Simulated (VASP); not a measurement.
# B3MoP4 (P1) in VASP: relaxation of cell and atoms with PBE

Aim: the relaxation of cell and atoms of B3MoP4 with PBE.

Everything below comes from runs of VASP 6.6.1. Logs are shortened: lines on timing, memory, paths and dates and some standing lists are left out, and cuts for length are marked.

## (1) The cell of the first run

The typed cell holds 8 atoms: a = 4.772 Å, b = 4.770 Å, c = 4.813 Å, α = 90.87°, β = 88.42°, γ = 87.90°.

## (2) Relaxation of cell and atoms, PBE

The input, INCAR:

```
ALGO = Normal
EDIFF = 1E-6
EDIFFG = -0.025
ENCUT = 600
GGA = PE
IBRION = 2
ISIF = 3
ISMEAR = 0
LASPH = True
LCHARG = False
LREAL = False
LWAVE = False
NELM = 60
NSW = 80
PREC = Accurate
SIGMA = 0.2
```

The input, KPOINTS:

```
k-points
0
Gamma
  4 4 4
```

The input, POSCAR:

```
B3MoP4
1.0
    4.7707865034      0.0877228096      0.0662212494
    0.0877228096      4.7690196859     -0.0370456077
    0.0662212494     -0.0370456077      4.8122188997
B Mo P
3 1 4
Direct
    0.4967096052     -0.0138430856      0.0239657667
    0.9771671341      0.5297476359      0.9774855357
    0.0126242925     -0.0358311698      0.4807052333
    0.4885299603      0.5116701064      0.4680309052
    0.2470750969      0.2041081812      0.2526903468
    0.7065877173      0.7495998850      0.2294864290
    0.8136768265      0.2786329974      0.8057463726
    0.2576293672      0.7759154496      0.7618894107
```

Potentials or basis: VASP PAW PBE potentials, release 64 (B, Mo_sv, P).

Command:

```bash
$ cat potpaw_PBE.64/B/POTCAR potpaw_PBE.64/Mo_sv/POTCAR potpaw_PBE.64/P/POTCAR > POTCAR
$ mpirun -np 1 vasp_std > vasp.out
```

OUTCAR:

```text
EDIFF = 1E-6
   EDIFFG = -0.025
   ENCUT = 600
   GGA = PE
   IBRION = 2
   ISIF = 3
   ISMEAR = 0
   LASPH = True
   LREAL = False
   NELM = 60
   NSW = 80
   PREC = Accurate

 ion  position               nearest neighbor table
   1  0.497  0.986  0.024-   6 1.81   5 1.87   8 2.01   7 2.33
   2  0.977  0.530  0.977-   7 1.67   6 2.00   8 2.08   5 2.42
   3  0.013  0.964  0.481-   5 1.96   8 2.01   6 2.19   7 2.31
   4  0.489  0.512  0.468-   6 1.94   8 2.14   5 2.17   7 2.52
   5  0.247  0.204  0.253-   1 1.87   3 1.96   4 2.17   2 2.42
   6  0.707  0.750  0.229-   1 1.81   4 1.94   2 2.00   3 2.19
   7  0.814  0.279  0.806-   2 1.67   3 2.31   1 2.33   4 2.52
   8  0.258  0.776  0.762-   1 2.01   3 2.01   2 2.08   4 2.14

  LATTYP: Found a triclinic cell.
 ALAT       =     4.7720524312
 B/A-ratio  =     1.4396548602
 C/A-ratio  =     1.7506517455
 COS(alpha) =     0.0016473375
 COS(beta)  =     0.5763092246
 COS(gamma) =     0.7138684594

  Lattice vectors:

 A1 = (  -4.7707865034,  -0.0877228096,  -0.0662212494)
 A2 = (  -4.8370077528,  -0.0506772019,  -4.8784401491)
 A3 = (  -4.7922880636,  -4.8937881032,   4.7830432580)

Analysis of symmetry for initial positions (statically):
=====================================================================
 Subroutine PRICEL returns:
 Original cell was already a primitive cell.

 Routine SETGRP: Setting up the symmetry group for a
 triclinic supercell.

 Subroutine GETGRP returns: Found  1 space group operations
 (whereof  1 operations were pure point group operations)
 out of a pool of  2 trial point group operations.

The static configuration has the point symmetry C_1 .

Analysis of symmetry for dynamics (positions and initial velocities):
=====================================================================
 Subroutine PRICEL returns:
 Original cell was already a primitive cell.

 Routine SETGRP: Setting up the symmetry group for a
 triclinic supercell.

 Subroutine GETGRP returns: Found  1 space group operations
 (whereof  1 operations were pure point group operations)
 out of a pool of  2 trial point group operations.

The dynamic configuration has the point symmetry C_1 .

 Subroutine INISYM returns: Found  1 space group operations
 (whereof  1 operations are pure point group operations),
 and found     1 'primitive' translations

----------------------------------------------------------------------------------------

                                     Primitive cell

  volume of cell :     109.4226

  direct lattice vectors                    reciprocal lattice vectors
     4.770786503  0.087722810  0.066221249     0.209720867 -0.003880320 -0.002915854
     0.087722810  4.769019686 -0.037045608    -0.003880320  0.209771035  0.001668265
     0.066221249 -0.037045608  4.812218900    -0.002915854  0.001668265  0.207857314

  length of vectors
     4.772052431  4.769970276  4.812817093     0.209777028  0.209813553  0.207884459

  position of ions in fractional coordinates (direct lattice)
     0.496709605  0.986156914  0.023965767
     0.977167134  0.529747636  0.977485536
     0.012624292  0.964168830  0.480705233
     0.488529960  0.511670106  0.468030905
     0.247075097  0.204108181  0.252690347
     0.706587717  0.749599885  0.229486429
     0.813676827  0.278632997  0.805746373
     0.257629367  0.775915450  0.761889411

  ion indices of the primitive-cell ions
   primitive index   ion index
                 1           1
                 2           2
                 3           3
                 4           4
                 5           5
                 6           6
                 7           7
                 8           8

----------------------------------------------------------------------------------------

 KPOINTS: k-points

Automatic generation of k-mesh.
 Grid dimensions read from file:
 generate k-points for:    4    4    4

 Generating k-lattice:

  Cartesian coordinates                     Fractional coordinates (reciprocal lattice)
     0.052430217 -0.000970080 -0.000728963     0.250000000  0.000000000  0.000000000
    -0.000970080  0.052442759  0.000417066    -0.000000000  0.250000000  0.000000000
    -0.000728963  0.000417066  0.051964328     0.000000000  0.000000000  0.250000000

  Length of vectors
     0.052444257  0.052453388  0.051971115

  Shift w.r.t. Gamma in fractional coordinates (k-lattice)
     0.000000000  0.000000000  0.000000000

 Subroutine IBZKPT returns following result:
 ===========================================

 Found     36 irreducible k-points:

 Following reciprocal coordinates:
            Coordinates               Weight
  0.000000  0.000000  0.000000      1.000000
  0.250000  0.000000 -0.000000      2.000000
  0.500000  0.000000 -0.000000      1.000000
  0.000000  0.250000  0.000000      2.000000
  0.250000  0.250000 -0.000000      2.000000
  0.500000  0.250000 -0.000000      2.000000
[... 16 lines left out ...]
 -0.000000 -0.250000  0.250000      2.000000
  0.250000 -0.250000  0.250000      2.000000
 [... further k-points ...]
   k-points           NKPTS =     36   k-points in BZ     NKDIM =     36   number of bands    NBANDS=     26
   number of dos      NEDOS =    301   number of ions     NIONS =      8
   total plane-waves  NPLWV =  64000
   dimension x,y,z NGX =    40 NGY =   40 NGZ =   40
   dimension x,y,z NGXF=    80 NGYF=   80 NGZF=   80
   ions per type =               3   1   4
   NGX,Y,Z   is equivalent  to a cutoff of  13.93, 13.94, 13.82 a.u.
   NGXF,Y,Z  is equivalent  to a cutoff of  27.87, 27.88, 27.63 a.u.
 SYSTEM =  unknown system
   PREC   = accura    normal or accurate (medium, high low for compatibility)
   ISTART =      0    job   : 0-new  1-cont  2-samecut
   ICHARG =      2    charge: 1-file 2-atom 10-const
   ISPIN  =      1    spin polarized calculation?
   LNONCOLLINEAR =      F non collinear calculations
   LSORBIT =      F    spin-orbit coupling
   LASPH  =      T    aspherical Exc in radial PAW
   ENCUT  =  600.0 eV  44.10 Ry    6.64 a.u.   9.53  9.53  9.61*2*pi/ulx,y,z
   NELM   =     60;   NELMIN=  2; NELMDL= -5     # of ELM steps
   EDIFF  = 0.1E-05   stopping-criterion for ELM
   LREAL  =      F    real-space projection
   EDIFFG = -.3E-01   stopping-criterion for IOM
   NSW    =     80    number of steps for IOM
   IBRION =      2    ionic relax: 0-MD 1-quasi-New 2-CG
   NFREE  =      1    steps in history (QN), initial steepest desc. (CG)
   ISIF   =      3    stress and relaxation
   ISYM   =      2    0-nonsym 1-usesym 2-fastsym
   POTIM  = 0.5000    time-step for ionic-motion
   TEBEG  =    0.0;   TEEND  =   0.0 temperature during run
   PSTRESS=    0.0 pullay stress
   NELECT =      43.0000    total number of electrons
   NUPDOWN=      -1.0000    fix difference up-down
   EMIN   =  10.00;   EMAX   =-10.00  energy-range for DOS
   EFERMI =   0.00;   METHOD = LEGACY
   ISMEAR =     0;   SIGMA  =   0.20  broadening in eV -4-tet -1-fermi 0-gaus
   EFERMI_NEDOS =   21; number of points for ismear=-14 and -15
   IALGO  =     38    algorithm
   IMIX   =      4    mixing-type and parameters
     AMIX     =   0.40;   BMIX     =  1.00
     AMIX_MAG =   1.60;   BMIX_MAG =  1.00
  volume/ion in A,a.u.               =      13.68        92.30
  Fermi-wavevector in a.u.,A,eV,Ry     =   1.199118  2.266005 19.563608  1.437885
  Thomas-Fermi vector in A             =   2.334989
   LORBIT       =      0    0 simple, 1 ext, 2 COOP (PROOUT), +10 PAW based schemes
   GGA     = PE    functional components
   LHFCALC =     F    Hartree Fock is set to
   AEXX    =    0.0000 exact exchange contribution
   IVDW    =     0    specifies the selected vdW correction
   LEPSILON=     F    determine dielectric tensor
   LRPA    =     F    only Hartree local field effects (RPA)
 conjugate gradient relaxation of ions
 non-spin polarized calculation
 Gauss-broadening in eV      SIGMA  =   0.20
  energy-cutoff  :      600.00
  volume of cell :      109.42
 maximum number of plane-waves:      3672
 NGX is ok and might be reduce to    40
   NGX = 19   NGY = 19   NGZ = 19

--------------------------------------- Ionic step        1  -------------------------------------------

 number of electron      43.0000002 magnetization

 Free energy of the ion-electron system (eV)
  ---------------------------------------------------
  ext. energy  EPLUGINS =         0.00000000
  ---------------------------------------------------
  free energy    TOTEN  =       -47.23379108 eV

  energy without entropy =      -47.16265530  energy(sigma->0) =      -47.19822319

------------------------ aborting loop because EDIFF is reached ----------------------------------------

  FORCE on cell =-STRESS in cart. coord.  units (eV):
  Direction    XX          YY          ZZ          XY          YZ          ZX
  --------------------------------------------------------------------------------------
  -------------------------------------------------------------------------------------
  Total        8.1247113     16.6704766     13.6380750      5.7770935      1.3717004     -6.8450705
  in kB      118.9629294    244.0909774    199.6902149     84.5888475     20.0845900   -100.2262852
  external PRESSURE =     187.5813739 kB  Pullay stress =       0.0000000 kB
[... 29 lines left out ...]
--------------------------------------- Ionic step        2  -------------------------------------------

 number of electron      42.9999999 magnetization

 E-fermi :   5.5207     XC(G=0):  -9.8791

 val. band max:        5.4810575941   @ k =   0.2500   0.5000   0.2500
 cond. band min:       5.5219049129   @ k =   0.5000   0.2500   0.5000
 fundamental gap:      0.0408473188
 Fermi energy:         5.5207101009

 k-point     1 :       0.0000    0.0000    0.0000
  band No.  band energies     occupation
      1     -55.0462      2.00000
      2     -29.4000      2.00000
      3     -29.1919      2.00000
      4     -29.1603      2.00000
      5      -8.2912      2.00000
      6      -5.2458      2.00000
[... 764 lines left out ...]
  FREE ENERGIE OF THE ION-ELECTRON SYSTEM (eV)
  ---------------------------------------------------
  free  energy   TOTEN  =       -50.3663733698 eV

  energy  without entropy=      -50.2969347837  energy(sigma->0) =      -50.33165408

[... ionic steps 4 to 22 ...]

--------------------------------------- Ionic step       23  -------------------------------------------

 number of electron      42.9999996 magnetization

------------------------ aborting loop because EDIFF is reached ----------------------------------------
[... 79 lines left out ...]
--------------------------------------- Ionic step       25  -------------------------------------------

 number of electron      42.9999996 magnetization

 Free energy of the ion-electron system (eV)
  ---------------------------------------------------
  ext. energy  EPLUGINS =         0.00000000
  ---------------------------------------------------
  free energy    TOTEN  =       -51.67778180 eV

  energy without entropy =      -51.60802434  energy(sigma->0) =      -51.64290307

 E-fermi :   7.5036     XC(G=0): -10.7298

 val. band max:        7.4105938246   @ k =  -0.2500   0.2500   0.2500
 cond. band min:       7.5096938373   @ k =   0.5000   0.5000   0.2500
 fundamental gap:      0.0991000126
 Fermi energy:         7.5035973109

 k-point     1 :       0.0000    0.0000    0.0000
  band No.  band energies     occupation
      1     -52.5827      2.00000
      2     -26.8659      2.00000
      3     -26.8651      2.00000
      4     -26.8644      2.00000
      5      -7.2025      2.00000
      6      -3.2111      2.00000
[... 722 lines left out ...]
  FREE ENERGIE OF THE ION-ELECTRON SYSTEM (eV)
  ---------------------------------------------------
  free  energy   TOTEN  =       -51.6777818045 eV

  energy  without entropy=      -51.6080243440  energy(sigma->0) =      -51.64290307

 reached required accuracy - stopping structural energy minimisation
```

Wall time 31 min (1 thread of Intel Xeon Platinum 8375C at 2.90GHz (Ice Lake), shared host); peak memory 0.33 GiB.

What came out:

- Free energy: -51.6778 eV
- Relaxed volume: 14.08 Å³/atom
- Relaxed cell: a = 4.829 Å, b = 4.830 Å, c = 4.829 Å, α = 90.00°, β = 89.99°, γ = 90.00°
- Space group after relaxing (to 0.1 Å): P-43m (No. 215)
- Energy gained by relaxing: 555.5 meV/atom
- Ionic steps: 25
- Pressure after relaxing: 0.0 GPa
- Largest force after relaxing: 0.013 eV/Å
- Band gap on the k mesh: zero (an odd number of electrons rules out a gap without spin polarisation)

Forces on the atoms (eV/Å):
```
B    0.001  0.005  0.004
B    0.000 -0.005  0.001
B    0.003 -0.007  0.010
Mo   0.001  0.006  0.001
P    0.003  0.002  0.007
P    0.004 -0.004 -0.007
P    0.000  0.003 -0.007
P   -0.011  0.000 -0.008
```

The path:
```
step  energy change (eV)  largest force (eV/Å)  pressure (GPa)  volume (Å³)
   1              0.0000               10.6760           18.76       109.42
   2             -0.0305                5.5763           -9.86       136.35
   3             -3.1326                3.4303           -5.08       119.73
   4             -3.1655                3.3205           -4.33       119.01
   5             -3.1814                3.1632           -3.16       118.00
   6             -3.9234                1.8583           -2.38       115.68
   7             -3.9302                1.4875           -2.70       115.90
   8             -4.2470                1.0475            1.34       111.88
   9             -4.2585                1.0676            2.53       110.98
  10             -4.3776                0.6021            0.47       112.10
  11             -4.3793                0.5383            0.63       111.99
  12             -4.4132                0.3644           -0.50       112.90
  13             -4.4133                0.4099           -0.55       112.95
  14             -4.4326                0.1999           -0.09       112.72
  15             -4.4329                0.2022           -0.02       112.69
  16             -4.4385                0.1334            0.05       112.60
  17             -4.4396                0.2040            0.10       112.55
  18             -4.4420                0.1479           -0.03       112.64
  19             -4.4420                0.1369           -0.01       112.63
  20             -4.4436                0.0443           -0.01       112.65
  21             -4.4436                0.0516           -0.02       112.65
  22             -4.4439                0.0447            0.02       112.62
  23             -4.4439                0.0524            0.04       112.62
  24             -4.4440                0.0262           -0.02       112.65
  25             -4.4440                0.0135            0.00       112.64
```

Final structure:
```xyz
8
Lattice="4.8294 0.0022 0.0031 -0.0020 4.8296 -0.0018 -0.0022 0.0018 4.8294" Properties=species:S:1:pos:R:3 pbc="T T T"
B     2.4108    4.8319    4.8290
B     4.8282    2.4185    0.0022
B    -0.0010    0.0020    2.4140
Mo    2.4122    2.4148    2.4155
P     1.1097    1.1123    1.1100
P     3.7152    3.7205    1.1139
P     3.7164    1.1143    3.7211
P     1.1092    3.7202    3.7172
```

Levels at points of the mesh, in eV from the Fermi level:
| k point | band 18 | band 19 | band 20 | band 21 | band 22 | band 23 | band 24 | band 25 | band 26 |
| --- | --- | --- | --- | --- | --- | --- | --- | --- | --- |
| (0.00, 0.00, 0.00) | -2.37 | -2.37 | -2.37 | -1.46 | -1.46 | 0.94 | 0.94 | 0.95 | 1.31 |
| (0.50, 0.00, 0.00) | -2.51 | -1.56 | -1.56 | -0.33 | 0.50 | 0.53 | 1.31 | 1.62 | 1.62 |
| (0.00, 0.50, 0.00) | -2.50 | -1.57 | -1.56 | -0.33 | 0.50 | 0.53 | 1.31 | 1.62 | 1.63 |
| (0.50, 0.50, 0.00) | -3.00 | -1.86 | -1.86 | 0.12 | 0.48 | 0.59 | 1.87 | 1.88 | 2.83 |
| (0.00, 0.00, 0.50) | -2.50 | -1.57 | -1.56 | -0.33 | 0.50 | 0.53 | 1.31 | 1.62 | 1.62 |
| (0.50, 0.00, 0.50) | -3.00 | -1.87 | -1.86 | 0.12 | 0.48 | 0.59 | 1.87 | 1.88 | 2.83 |
| (0.00, 0.50, 0.50) | -3.00 | -1.86 | -1.86 | 0.12 | 0.48 | 0.59 | 1.87 | 1.88 | 2.83 |
| (0.50, 0.50, 0.50) | -2.39 | -2.39 | -2.38 | -0.60 | -0.60 | 1.52 | 1.52 | 1.52 | 3.53 |

Caveat: an odd number of electrons without spin polarisation forces a metal; a magnetic or distorted state may lie lower.

The gap in the log of VASP goes by the Fermi energy; the results here count the filled bands.